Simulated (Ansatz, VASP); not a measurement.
# Be: VASP beside Ansatz

File INCAR:

```
SYSTEM = Be
ALGO = Normal ; EDIFF = 1E-7
EDIFFG = -0.01 ; ENCUT = 600
GGA = PS ; GGA_COMPAT = .FALSE.
IBRION = 2 ; ISIF = 3
ISMEAR = -1 ; LASPH = .TRUE.
LCHARG = .FALSE. ; LREAL = .FALSE.
LWAVE = .FALSE. ; NELM = 120
NELMIN = 4 ; NSW = 80
PREC = Accurate ; SIGMA = 0.1
```

KPOINTS

```
k-points
0
G
  17 17 17
  0 0 0
```

Contents of POSCAR:

```
Be
1.0
   -1.2658080948      1.2658080948      1.2658080948
    1.2658080948     -1.2658080948      1.2658080948
    1.2658080948      1.2658080948     -1.2658080948
Be
1
Direct
    0.0000000000      0.0000000000      0.0000000000
```

Input for Ansatz:

```yaml
crystal:
  lattice:
    - [-1.2658080948, 1.2658080948, 1.2658080948]
    - [1.2658080948, -1.2658080948, 1.2658080948]
    - [1.2658080948, 1.2658080948, -1.2658080948]
  atoms:
    - { symbol: Be, position: [0.0, 0.0, 0.0] }
hamiltonian:
  xc: pbesol
  pseudopotentials:
    kind: paw
    azcp:
      Be: "pseudopotentials/Be.paw.azcp"
basis:
  ecutwfc: 420
  fft_grid_basis: typed
kpoints:
  mp_grid: { grid: [17, 17, 17], shift: [0, 0, 0] }
magnetization:
  spin_polarized: false
scf:
  occupations: { method: fermi_dirac, width: 0.1 }
relax:
  max_steps: 60
  f_tol: 0.01
  cell: {}
output:
  write_density: true
  write_potential: true
  elf: true
  volumetric_format: npy
```

Alike in both runs: task relaxation of cell and atoms; functional PBEsol; k mesh 17 × 17 × 17; occupations fermi-dirac, width 0.1 eV; no spin polarisation.

```csv
,VASP,Ansatz
version,VASP 6.6.1,Ansatz 0.2.0
potentials or method,"VASP PAW PBE potentials, release 64 (Be), cutoff 600 eV","plane waves (420 eV) with PAW, scalar-relativistic"
valence electrons in the cell,2,2
```

|  | VASP | Ansatz | Ansatz less VASP |
| --- | --- | --- | --- |
| relaxed volume (Å³/atom) | 7.78 | 7.75 | -0.024 |
| relaxed cell length with the largest relative difference (Å) | 2.162 | 2.160 | -0.0022 |

VASP's potentials were made for PBE, not for PBEsol, and Ansatz warns of the same on its side.
